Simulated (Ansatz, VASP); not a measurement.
## One calculation of Al12Cl, two programs

File INCAR:

```
SYSTEM = Al12Cl
ALGO = Normal
DIPOL = 0.5 0.5 0.305
EDIFF = 1E-6
ENCUT = 520
GGA = PE
IDIPOL = 3
ISIF = 2
ISMEAR = 0
IVDW = 12
LASPH = .True.
LCHARG = .False.
LDIPOL = .True.
LREAL = .False.
LWAVE = .False.
NBANDS = 34
NELM = 80
PREC = Accurate
SIGMA = 0.1
```

Contents of KPOINTS:

```
k-points
0
Gamma
  5 5 1
  0 0 0
```

The input POSCAR:

```
Al12Cl
1.0
    5.6314608543      0.0000000000      0.0000000000
    0.0000000000      5.6314608543      0.0000000000
    0.0000000000      0.0000000000     21.2495691137
Al Cl
12 1
Direct
    0.2500000000      0.2500000000      0.1882391110
    0.2500000000      0.7500000000      0.1882391110
    0.7500000000      0.2500000000      0.1882391110
    0.7500000000      0.7500000000      0.1882391110
    0.0000000000      0.0000000000      0.2857534285
    0.0000000000      0.5000000000      0.2857534285
    0.5000000000      0.0000000000      0.2857534285
    0.5000000000      0.5000000000      0.2857534285
    0.2500000000      0.2500000000      0.3835169113
    0.2500000000      0.7500000000      0.3835169113
    0.7500000000      0.2500000000      0.3835169113
    0.7500000000      0.7500000000      0.3835169113
    0.3333333333      0.5000000000      0.5294022224
```

Input for Ansatz:

```yaml
crystal:
  lattice:
    - [5.6314608543, 0.0, 0.0]
    - [0.0, 5.6314608543, 0.0]
    - [0.0, 0.0, 21.2495691137]
  atoms:
    - { symbol: Al, position: [0.25, 0.25, 0.188239111] }
    - { symbol: Al, position: [0.25, 0.75, 0.188239111] }
    - { symbol: Al, position: [0.75, 0.25, 0.188239111] }
    - { symbol: Al, position: [0.75, 0.75, 0.188239111] }
    - { symbol: Al, position: [0.0, 0.0, 0.2857534285] }
    - { symbol: Al, position: [0.0, 0.5, 0.2857534285] }
    - { symbol: Al, position: [0.5, 0.0, 0.2857534285] }
    - { symbol: Al, position: [0.5, 0.5, 0.2857534285] }
    - { symbol: Al, position: [0.25, 0.25, 0.3835169113] }
    - { symbol: Al, position: [0.25, 0.75, 0.3835169113] }
    - { symbol: Al, position: [0.75, 0.25, 0.3835169113] }
    - { symbol: Al, position: [0.75, 0.75, 0.3835169113] }
    - { symbol: Cl, position: [0.3333333333, 0.5, 0.5294022224] }
basis:
  ecutwfc: 420
kpoints:
  mp_grid: { grid: [5, 5, 1] }
hamiltonian:
  xc: pbe
  pseudopotentials: { kind: paw, azcp: { folder: soft_1 } }
  dispersion: d3bj
scf:
  occupations: { method: gaussian, width: 0.1 }
output:
  forces: true
  eigenvalues: true
efield:
  axis: 3
  dipole_correction: true
  ramp_width: 0.04
```

Alike in both runs: task single point; functional PBE; dispersion D3(BJ); k mesh 5 × 5 × 1; occupations gaussian, width 0.1 eV; no spin polarisation.

|  | VASP | Ansatz |
| --- | --- | --- |
| version | VASP 6.6.1 | Ansatz 0.2.0 |
| potentials or method | VASP PAW PBE potentials, release 64 (Al, Cl), cutoff 520 eV | scalar-relativistic, plane waves, PAW |
| valence electrons in the cell | 43 | 43 |

```tsv
	VASP	Ansatz	Ansatz less VASP
gap on the k mesh at the Fermi level (eV)	none	none	-
rms of the force components (eV/Å)	0.305	0.305	0.0000
```

Atom by atom the forces differ by 0.001 eV/Å (rms over components). A gap of «none» marks a metal or a gap that the smearing closes.
